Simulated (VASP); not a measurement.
# Re (P6_3/mmc) in VASP: a series of runs, part 2 of 2

VASP 6.6.1.

## Step 6: Relaxation of cell and atoms, revPBE+D3(BJ)

This run uses another cell than the first one, of 14.71 Å³/atom.

File INCAR:

```
SYSTEM = Re
PREC = Accurate
ENCUT = 600
EDIFF = 1E-7
ISMEAR = -1
SIGMA = 0.05
LREAL = .FALSE.
LASPH = .TRUE.
NELM = 100
ALGO = Normal
ISIF = 3
LWAVE = .FALSE.
LCHARG = .FALSE.
GGA = RE
IVDW = 12
IBRION = 2
NSW = 60
EDIFFG = -0.01
```

File KPOINTS:

```
Automatic mesh
0
G
  11 11 6
  0 0 0
```

File POSCAR:

```
Re
1.0
    2.7608000000      0.0000000000      0.0000000000
   -1.3804000000      2.3909229348      0.0000000000
    0.0000000000      0.0000000000      4.4582000000
Re
2
Direct
    0.6666666667      0.3333333333      0.7500000000
    0.3333333333      0.6666666667      0.2500000000
```

Potentials or basis: VASP PAW PBE potentials, release 64 (Re).

Launch:

```console
> cat potpaw_PBE.64/Re/POTCAR > POTCAR
> mpirun -np 1 vasp_std > vasp.out
```

OUTCAR:

```text
SYSTEM = Re
   PREC = Accurate
   ENCUT = 600
   EDIFF = 1E-7
   ISMEAR = -1
   LREAL = .FALSE.
   LASPH = .TRUE.
   NELM = 100
   ISIF = 3
   GGA = RE
   IVDW = 12
   IBRION = 2
   NSW = 60
   EDIFFG = -0.01
 IVDW          = 12

 ion  position               nearest neighbor table
   1  0.667  0.333  0.750-   2 2.74   2 2.74   2 2.74   2 2.74   2 2.74   2 2.74
   2  0.333  0.667  0.250-   1 2.74   1 2.74   1 2.74   1 2.74   1 2.74   1 2.74

  LATTYP: Found a hexagonal cell.
 ALAT       =     2.7608000000
 C/A-ratio  =     1.6148217908

  Lattice vectors:

 A1 = (   2.7608000000,   0.0000000000,   0.0000000000)
 A2 = (  -1.3804000000,   2.3909229348,   0.0000000000)
 A3 = (   0.0000000000,   0.0000000000,   4.4582000000)

Analysis of symmetry for initial positions (statically):
=====================================================================
 Subroutine PRICEL returns:
 Original cell was already a primitive cell.

 Routine SETGRP: Setting up the symmetry group for a
 hexagonal supercell.

 Subroutine GETGRP returns: Found 24 space group operations
 (whereof 12 operations were pure point group operations)
 out of a pool of 24 trial point group operations.

The static configuration has the point symmetry D_3d.
 The point group associated with its full space group is D_6h.

Analysis of symmetry for dynamics (positions and initial velocities):
=====================================================================
 Subroutine PRICEL returns:
 Original cell was already a primitive cell.

 Routine SETGRP: Setting up the symmetry group for a
 hexagonal supercell.

 Subroutine GETGRP returns: Found 24 space group operations
 (whereof 12 operations were pure point group operations)
 out of a pool of 24 trial point group operations.

The dynamic configuration has the point symmetry D_3d.
 The point group associated with its full space group is D_6h.

 Subroutine INISYM returns: Found 24 space group operations
[... 106 lines left out ...]
   TEBEG  =    0.0;   TEEND  =   0.0 temperature during run
   PSTRESS=    0.0 pullay stress
   NELECT =      14.0000    total number of electrons
   NUPDOWN=      -1.0000    fix difference up-down
   EMIN   =  10.00;   EMAX   =-10.00  energy-range for DOS
   EFERMI =   0.00;   METHOD = LEGACY
   ISMEAR =    -1;   SIGMA  =   0.05  broadening in eV -4-tet -1-fermi 0-gaus
   EFERMI_NEDOS =   21; number of points for ismear=-14 and -15
   IALGO  =     38    algorithm
   IMIX   =      4    mixing-type and parameters
     AMIX     =   0.40;   BMIX     =  1.00
     AMIX_MAG =   1.60;   BMIX_MAG =  1.00
  volume/ion in A,a.u.               =      14.71        99.29
  Fermi-wavevector in a.u.,A,eV,Ry     =   1.278000  2.415070 22.222174  1.633284
  Thomas-Fermi vector in A             =   2.410568
   LORBIT       =      0    0 simple, 1 ext, 2 COOP (PROOUT), +10 PAW based schemes
   GGA     = RE    functional components
   LHFCALC =     F    Hartree Fock is set to
   AEXX    =    0.0000 exact exchange contribution
   IVDW    =    12    specifies the selected vdW correction
   LEPSILON=     F    determine dielectric tensor
   LRPA    =     F    only Hartree local field effects (RPA)
 conjugate gradient relaxation of ions
 non-spin polarized calculation
  energy-cutoff  :      600.00
  volume of cell :       29.43
 maximum number of plane-waves:      1014
 NGX is ok and might be reduce to    24
   NGX = 11   NGY = 11   NGZ = 17

--------------------------------------- Ionic step        1  -------------------------------------------

 number of electron      14.0000000 magnetization

 Free energy of the ion-electron system (eV)
  ---------------------------------------------------
  ext. energy  EPLUGINS =         0.00000000
  ---------------------------------------------------
  free energy    TOTEN  =       -23.86967485 eV

  energy without entropy =      -23.85566054  energy(sigma->0) =      -23.86266770

------------------------ aborting loop because EDIFF is reached ----------------------------------------

 Edisp (eV)   -2.37900

 E8    (eV) :    -1.7696
[... 111 lines left out ...]
--------------------------------------- Ionic step        4  -------------------------------------------

 number of electron      14.0000000 magnetization

 Free energy of the ion-electron system (eV)
  ---------------------------------------------------
  ext. energy  EPLUGINS =         0.00000000
  ---------------------------------------------------
  free energy    TOTEN  =       -23.84431087 eV

  energy without entropy =      -23.83077820  energy(sigma->0) =      -23.83754454

 E-fermi :   8.1091     XC(G=0): -13.7821

 val. band max:        8.0888734432   @ k =   0.1818  -0.0000   0.1667
 cond. band min:       8.1571005062   @ k =   0.3636   0.1818   0.3333
 fundamental gap:      0.0682270630
 Fermi energy:         8.1091447182

 k-point     1 :       0.0000    0.0000    0.0000
  band No.  band energies     occupation
      1      -1.8511      2.00000
      2       1.3852      2.00000
      3       6.4888      2.00000
      4       6.4897      2.00000
      5       6.4897      2.00000
      6       7.3430      2.00000
      7       7.3430      2.00000
      8       8.2919      0.05038
      9       8.2919      0.05038
     10       8.7273      0.00001
     11      11.5219      0.00000
[... 309 lines left out ...]
 k-point    24 :       0.1818    0.0909    0.1667
  band No.  band energies     occupation
      1       0.4953      2.00000
      2       3.1122      2.00000
      3       4.4812      2.00000
      4       4.8262      2.00000
      5       6.1169      2.00000
      6       6.8193      2.00000
      7       7.4413      2.00000
      8       8.4009      0.00583
      9       9.1268      0.00000
     10       9.5258      0.00000
     11      11.9336      0.00000

 [... further k-points ...]

------------------------ aborting loop because EDIFF is reached ----------------------------------------

 Edisp (eV)   -2.41016

 E8    (eV) :    -1.7928
[... 25 lines left out ...]
  FREE ENERGIE OF THE ION-ELECTRON SYSTEM (eV)
  ---------------------------------------------------
  free  energy   TOTEN  =       -26.2544731221 eV

  energy  without entropy=      -26.2409404515  energy(sigma->0) =      -26.24770679

 reached required accuracy - stopping structural energy minimisation
```

CONTCAR:

```text
Re
   1.00000000000000
     2.7489407809008606   -0.0000000000000000    0.0000000000000000
    -1.3744703904504303    2.3806525497906881    0.0000000000000000
     0.0000000000000000   -0.0000000000000000    4.4400800082931617
  Re
     2
Direct
     0.6666666667000030    0.3333333332999970    0.7500000000000000
     0.3333333332999970    0.6666666667000030    0.2500000000000000

  0.00000000E+00  0.00000000E+00  0.00000000E+00
  0.00000000E+00  0.00000000E+00  0.00000000E+00
```

It took 2.4 min on 1 thread of Intel Xeon 8259CL, shared host; peak memory 0.16 GiB.

What came out:

| Item | Value |
| --- | --- |
| Free energy | -26.2545 eV |
| Relaxed volume | 14.53 Å³/atom |
| Relaxed cell | a = 2.749 Å, b = 2.749 Å, c = 4.440 Å, α = 90.00°, β = 90.00°, γ = 120.00° |
| Space group after relaxing (to 0.1 Å) | P6_3/mmc (No. 194) |
| Energy gained by relaxing | 2.9 meV/atom |
| Ionic steps | 4 |
| Pressure after relaxing | 0.0 GPa |
| Band gap on the k mesh | zero (bands 7 and 8 overlap by 3.11 eV) |
| Dispersion energy per atom | -1.205 eV |

Stress tensor (GPa, compression positive):
```
-0.10  0.00  0.00
 0.00 -0.10  0.00
 0.00  0.00  0.09
```

The path:
```csv
step,energy change (eV),largest force (eV/Å),pressure (GPa),volume (Å³)
1,0.0000,0.0000,-4.90,29.43
2,0.1000,0.0000,23.71,27.55
3,-0.0058,0.0000,-0.10,29.06
4,-0.0058,0.0000,-0.03,29.06
```

Final structure:
```
Re
1.0
     2.74894    0.00000    0.00000
    -1.37447    2.38065    0.00000
     0.00000    0.00000    4.44008
Re
2
Direct
  0.66667 0.33333 0.75000
  0.33333 0.66667 0.25000
```

Caveat: the dispersion term is far too large for a dense solid, which distorts pressure and volume; the PAW data sets were made with another functional, which shifts forces and pressure a little; spin-orbit coupling is left out, which moves the levels of the heavy elements.

## Step 7: The runs side by side

```csv
task,level,cell,cutoff (eV),smearing,gap on the mesh (eV),pressure (GPa)
single point,revPBE+D4,"a = 2.755, b = 2.755, c = 4.454 Å, angles 90.0, 90.0, 120.0°, 2 atoms",520,fermi-dirac 0.05 eV,none,-0.5
single point,BLYP+D3(BJ),"a = 2.766, b = 2.766, c = 4.458 Å, angles 90.0, 90.0, 120.0°, 2 atoms",520,fermi-dirac 0.05 eV,none,2.4
single point,PBE,"a = 2.761, b = 2.761, c = 4.458 Å, angles 90.0, 90.0, 120.0°, 2 atoms",520,gaussian 0.027 eV,none,5.4
single point,BLYP+D4,"a = 2.776, b = 2.776, c = 4.473 Å, angles 90.0, 90.0, 120.0°, 2 atoms",520,fermi-dirac 0.05 eV,none,2.2
relaxation of cell and atoms,revPBE+D3(BJ),"relaxed from a = 2.761, b = 2.761, c = 4.458 Å, angles 90.0, 90.0, 120.0°, 2 atoms",600,fermi-dirac 0.05 eV,none,0.0
```

Alike in all rows: potentials or basis VASP PAW PBE potentials, release 64 (Re); no spin polarisation; k mesh 11 × 11 × 6.

Caveats: spin-orbit coupling is left out, which moves the levels of the heavy elements; the dispersion term is far too large for a dense solid, which distorts pressure and volume (at least some runs); the PAW data sets were made with another functional, which shifts forces and pressure a little (at least some runs); the cell stands under pressure (at least some runs).

Absolute energies hang on the potentials; compare differences alone.

The gap in the log of VASP goes by the Fermi energy; the results here count the filled bands.